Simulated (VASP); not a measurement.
# LiF (Fm-3m) in VASP: a series of runs

LiF is run at these levels: LDA, r2SCAN+D3(BJ), PBEsol, PBE-based screened hybrid with 25 % exact exchange; tasks: single point, relaxation of cell and atoms.

Program: VASP 6.6.1. These are calculated values, not measurements. Logs are shortened: lines on timing, memory, paths and dates and some standing lists are left out, and cuts for length are marked.

### Step 1. The cell of the first run

It takes space group Fm-3m (No. 225, cubic). Conventional cell: a = 4.028 Å, b = 4.028 Å, c = 4.028 Å, α = 90.00°, β = 90.00°, γ = 90.00°. Within 2.7 Å of F (site symmetry m-3m) lie 6 Li at 2.01 Å. Within 2.7 Å of Li (site symmetry m-3m) lie 6 F at 2.01 Å.

### Step 2. Single point, LDA

File INCAR:

```
  PREC = Accurate
  ENCUT = 520
  EDIFF = 1E-6
  ISMEAR = 0
  SIGMA = 0.01
  LREAL = False
  LASPH = True
  NELM = 60
  ALGO = Normal
  ISIF = 2
  LWAVE = False
  LCHARG = False
  NBANDS = 12
```

File KPOINTS:

```
regular mesh
0
Gamma
  11 11 11
```

File POSCAR:

```
LiF
1.0
    0.0000000000      2.0140000000      2.0140000000
    2.0140000000      0.0000000000      2.0140000000
    2.0140000000      2.0140000000      0.0000000000
F Li
1 1
Direct
    0.5000000000      0.5000000000      0.5000000000
    0.0000000000      0.0000000000      0.0000000000
```

Potentials or basis: VASP PAW LDA potentials, release 64 (F, Li_sv).

Run with:

```bash
> cat potpaw_LDA.64/F/POTCAR potpaw_LDA.64/Li_sv/POTCAR > POTCAR
> mpirun -np 1 vasp_std > vasp.out
```

OUTCAR:

```text
PREC = Accurate
   ENCUT = 520
   EDIFF = 1E-6
   ISMEAR = 0
   LREAL = False
   LASPH = True
   NELM = 60
   ISIF = 2

 ion  position               nearest neighbor table
   1  0.500  0.500  0.500-   2 2.01   2 2.01   2 2.01   2 2.01   2 2.01   2 2.01
   2  0.000  0.000  0.000-   1 2.01   1 2.01   1 2.01   1 2.01   1 2.01   1 2.01

  LATTYP: Found a face centered cubic cell.
 ALAT       =     4.0280000000

  Lattice vectors:

 A1 = (   0.0000000000,   2.0140000000,   2.0140000000)
 A2 = (   2.0140000000,   0.0000000000,   2.0140000000)
 A3 = (   2.0140000000,   2.0140000000,   0.0000000000)

Analysis of symmetry for initial positions (statically):
=====================================================================
 Subroutine PRICEL returns:
 Original cell was already a primitive cell.

 Routine SETGRP: Setting up the symmetry group for a
 face centered cubic supercell.

 Subroutine GETGRP returns: Found 48 space group operations
 (whereof 48 operations were pure point group operations)
 out of a pool of 48 trial point group operations.

The static configuration has the point symmetry O_h .

Analysis of symmetry for dynamics (positions and initial velocities):
=====================================================================
 Subroutine PRICEL returns:
 Original cell was already a primitive cell.

 Routine SETGRP: Setting up the symmetry group for a
 face centered cubic supercell.

 Subroutine GETGRP returns: Found 48 space group operations
 (whereof 48 operations were pure point group operations)
 out of a pool of 48 trial point group operations.

The dynamic configuration has the point symmetry O_h .

 Subroutine INISYM returns: Found 48 space group operations
 (whereof 48 operations are pure point group operations),
 and found     1 'primitive' translations

----------------------------------------------------------------------------------------

                                     Primitive cell

  volume of cell :      16.3384

  direct lattice vectors                    reciprocal lattice vectors
     0.000000000  2.014000000  2.014000000    -0.248262165  0.248262165  0.248262165
     2.014000000  0.000000000  2.014000000     0.248262165 -0.248262165  0.248262165
     2.014000000  2.014000000  0.000000000     0.248262165  0.248262165 -0.248262165

  length of vectors
     2.848226115  2.848226115  2.848226115     0.430002683  0.430002683  0.430002683

  position of ions in fractional coordinates (direct lattice)
     0.500000000  0.500000000  0.500000000
     0.000000000  0.000000000  0.000000000

  ion indices of the primitive-cell ions
   primitive index   ion index
                 1           1
                 2           2

----------------------------------------------------------------------------------------

 KPOINTS: regular mesh

Automatic generation of k-mesh.
 Grid dimensions read from file:
 generate k-points for:   11   11   11

 Generating k-lattice:

  Cartesian coordinates                     Fractional coordinates (reciprocal lattice)
    -0.022569288  0.022569288  0.022569288     0.090909091  0.000000000  0.000000000
     0.022569288 -0.022569288  0.022569288     0.000000000  0.090909091  0.000000000
     0.022569288  0.022569288 -0.022569288     0.000000000  0.000000000  0.090909091

  Length of vectors
     0.039091153  0.039091153  0.039091153

  Shift w.r.t. Gamma in fractional coordinates (k-lattice)
     0.000000000  0.000000000  0.000000000

 Subroutine IBZKPT returns following result:
 ===========================================

 Found     56 irreducible k-points:

 Following reciprocal coordinates:
            Coordinates               Weight
  0.000000  0.000000  0.000000      1.000000
  0.090909  0.000000  0.000000      8.000000
  0.181818  0.000000  0.000000      8.000000
  0.272727  0.000000  0.000000      8.000000
  0.363636  0.000000  0.000000      8.000000
  0.454545  0.000000  0.000000      8.000000
[... 16 lines left out ...]
 -0.272727  0.181818  0.000000     24.000000
 -0.181818  0.181818  0.000000     12.000000
 [... further k-points ...]
   k-points           NKPTS =     56   k-points in BZ     NKDIM =     56   number of bands    NBANDS=     12
   number of dos      NEDOS =    301   number of ions     NIONS =      2
   total plane-waves  NPLWV =  13824
   dimension x,y,z NGX =    24 NGY =   24 NGZ =   24
   dimension x,y,z NGXF=    48 NGYF=   48 NGZF=   48
   ions per type =               1   1
   NGX,Y,Z   is equivalent  to a cutoff of  14.01, 14.01, 14.01 a.u.
   NGXF,Y,Z  is equivalent  to a cutoff of  28.02, 28.02, 28.02 a.u.
 SYSTEM =  unknown system
   PREC   = accura    normal or accurate (medium, high low for compatibility)
   ISTART =      0    job   : 0-new  1-cont  2-samecut
   ICHARG =      2    charge: 1-file 2-atom 10-const
   ISPIN  =      1    spin polarized calculation?
   LNONCOLLINEAR =      F non collinear calculations
   LSORBIT =      F    spin-orbit coupling
   LASPH  =      T    aspherical Exc in radial PAW
   ENCUT  =  520.0 eV  38.22 Ry    6.18 a.u.   5.30  5.30  5.30*2*pi/ulx,y,z
   NELM   =     60;   NELMIN=  2; NELMDL= -5     # of ELM steps
   EDIFF  = 0.1E-05   stopping-criterion for ELM
   LREAL  =      F    real-space projection
   EDIFFG = 0.1E-04   stopping-criterion for IOM
   NSW    =      0    number of steps for IOM
   IBRION =     -1    ionic relax: 0-MD 1-quasi-New 2-CG
   NFREE  =      0    steps in history (QN), initial steepest desc. (CG)
   ISIF   =      2    stress and relaxation
   ISYM   =      2    0-nonsym 1-usesym 2-fastsym
   POTIM  = 0.5000    time-step for ionic-motion
   TEBEG  =    0.0;   TEEND  =   0.0 temperature during run
   PSTRESS=    0.0 pullay stress
   NELECT =      10.0000    total number of electrons
   NUPDOWN=      -1.0000    fix difference up-down
   EMIN   =  10.00;   EMAX   =-10.00  energy-range for DOS
   EFERMI =   0.00;   METHOD = LEGACY
   ISMEAR =     0;   SIGMA  =   0.01  broadening in eV -4-tet -1-fermi 0-gaus
   EFERMI_NEDOS =   21; number of points for ismear=-14 and -15
   IALGO  =     38    algorithm
   IMIX   =      4    mixing-type and parameters
     AMIX     =   0.40;   BMIX     =  1.00
     AMIX_MAG =   1.60;   BMIX_MAG =  1.00
  volume/ion in A,a.u.               =       8.17        55.13
  Fermi-wavevector in a.u.,A,eV,Ry     =   1.389970  2.626662 26.286674  1.932016
  Thomas-Fermi vector in A             =   2.513950
   LORBIT       =      0    0 simple, 1 ext, 2 COOP (PROOUT), +10 PAW based schemes
   GGA     = CA    functional components
   LHFCALC =     F    Hartree Fock is set to
   AEXX    =    0.0000 exact exchange contribution
   IVDW    =     0    specifies the selected vdW correction
   LEPSILON=     F    determine dielectric tensor
   LRPA    =     F    only Hartree local field effects (RPA)
 non-spin polarized calculation
 Gauss-broadening in eV      SIGMA  =   0.01
  energy-cutoff  :      520.00
  volume of cell :       16.34
 maximum number of plane-waves:       459
 NGX is ok and might be reduce to    24
   NGX = 11   NGY = 11   NGZ = 11

 number of electron      10.0000000 magnetization

 number of electron       9.9999992 magnetization

 Free energy of the ion-electron system (eV)
  ---------------------------------------------------
  ext. energy  EPLUGINS =         0.00000000
  ---------------------------------------------------
  free energy    TOTEN  =       -10.47182158 eV

  energy without entropy =      -10.47182158  energy(sigma->0) =      -10.47182158

 E-fermi :  -1.1124     XC(G=0): -10.6699

 val. band max:       -1.2986194102   @ k =   0.0000   0.0000   0.0000
 cond. band min:       7.5337451882   @ k =   0.0000   0.0000   0.0000
 fundamental gap:      8.8323645984
 Fermi energy:        -1.1124384382

 k-point     1 :       0.0000    0.0000    0.0000
  band No.  band energies     occupation
      1     -41.0494      2.00000
      2     -20.8677      2.00000
      3      -1.2986      2.00000
      4      -1.2986      2.00000
      5      -1.2986      2.00000
      6       7.5337      0.00000
      7      22.1570      0.00000
      8      22.1570      0.00000
      9      22.1570      0.00000
     10      22.6068      0.00000
     11      22.6068      0.00000
     12      22.6068      0.00000

 k-point     2 :       0.0909    0.0000    0.0000
  band No.  band energies     occupation
      1     -41.0438      2.00000
      2     -20.8336      2.00000
      3      -1.5451      2.00000
      4      -1.3181      2.00000
      5      -1.3181      2.00000
      6       7.7752      0.00000
      7      19.7869      0.00000
      8      21.0670      0.00000
      9      21.0670      0.00000
     10      23.5239      0.00000
     11      23.5239      0.00000
     12      23.5640      0.00000

 k-point     3 :       0.1818    0.0000    0.0000
  band No.  band energies     occupation
      1     -41.0292      2.00000
      2     -20.7425      2.00000
      3      -2.1564      2.00000
      4      -1.3693      2.00000
      5      -1.3693      2.00000
      6       8.3292      0.00000
      7      17.4528      0.00000
      8      19.7010      0.00000
      9      19.7010      0.00000
     10      24.4061      0.00000
     11      24.7200      0.00000
     12      24.7200      0.00000
[... 286 lines left out ...]
 k-point    23 :      -0.2727    0.1818    0.0000
  band No.  band energies     occupation
      1     -40.9879      2.00000
      2     -20.4454      2.00000
      3      -3.2236      2.00000
      4      -2.3165      2.00000
      5      -1.4785      2.00000
      6       9.9644      0.00000
      7      14.4806      0.00000
      8      17.8053      0.00000
      9      17.8528      0.00000
     10      26.5844      0.00000
     11      26.6240      0.00000
     12      28.1789      0.00000

 k-point    24 :      -0.1818    0.1818    0.0000
  band No.  band energies     occupation
      1     -41.0038      2.00000
      2     -20.5662      2.00000
      3      -2.7890      2.00000
      4      -2.0400      2.00000
      5      -1.3729      2.00000
      6       9.3794      0.00000
      7      15.3600      0.00000
      8      18.2597      0.00000
      9      18.4794      0.00000
     10      25.0415      0.00000
     11      25.3901      0.00000
     12      28.3765      0.00000

 [... further k-points ...]

------------------------ aborting loop because EDIFF is reached ----------------------------------------

  FORCE on cell =-STRESS in cart. coord.  units (eV):
  Direction    XX          YY          ZZ          XY          YZ          ZX
  --------------------------------------------------------------------------------------
  -------------------------------------------------------------------------------------
  Total       -0.6816652     -0.6816652     -0.6816652      0.0000000      0.0000000      0.0000000
  in kB      -66.8456716    -66.8456716    -66.8456716      0.0000000      0.0000000      0.0000000
  external PRESSURE =     -66.8456716 kB  Pullay stress =       0.0000000 kB

 VOLUME and BASIS-vectors are now :
 -----------------------------------------------------------------------------
  energy-cutoff  :      520.00
  volume of cell :       16.34
      direct lattice vectors                 reciprocal lattice vectors
     0.000000000  2.014000000  2.014000000    -0.248262165  0.248262165  0.248262165
     2.014000000  0.000000000  2.014000000     0.248262165 -0.248262165  0.248262165
     2.014000000  2.014000000  0.000000000     0.248262165  0.248262165 -0.248262165

 POSITION                                       TOTAL-FORCE (eV/Angst)
 -----------------------------------------------------------------------------------
      2.01400      2.01400      2.01400        -0.000000     -0.000000      0.000000
      0.00000      0.00000      0.00000         0.000000      0.000000      0.000000
 -----------------------------------------------------------------------------------
    total drift:                               -0.000000     -0.000000      0.000000

  FREE ENERGIE OF THE ION-ELECTRON SYSTEM (eV)
  ---------------------------------------------------
  free  energy   TOTEN  =       -10.4718215772 eV

  energy  without entropy=      -10.4718215772  energy(sigma->0) =      -10.47182158
```

Run time: 15 s. Hardware: 1 thread of Intel Xeon 8259CL, shared host; peak memory 0.12 GiB.

Results:

| Item | Value |
| --- | --- |
| Free energy | -10.4718 eV |
| Band gap on the k mesh | 8.83 eV |

Caveat: the cutoff is under 1.25 times the usual one of these potentials, so pressure, stress and relaxed cells hold a basis-set (Pulay) error; an odd mesh through Γ misses points on the zone boundary, where band edges can lie.

(Part 1 of 3 ends here.)
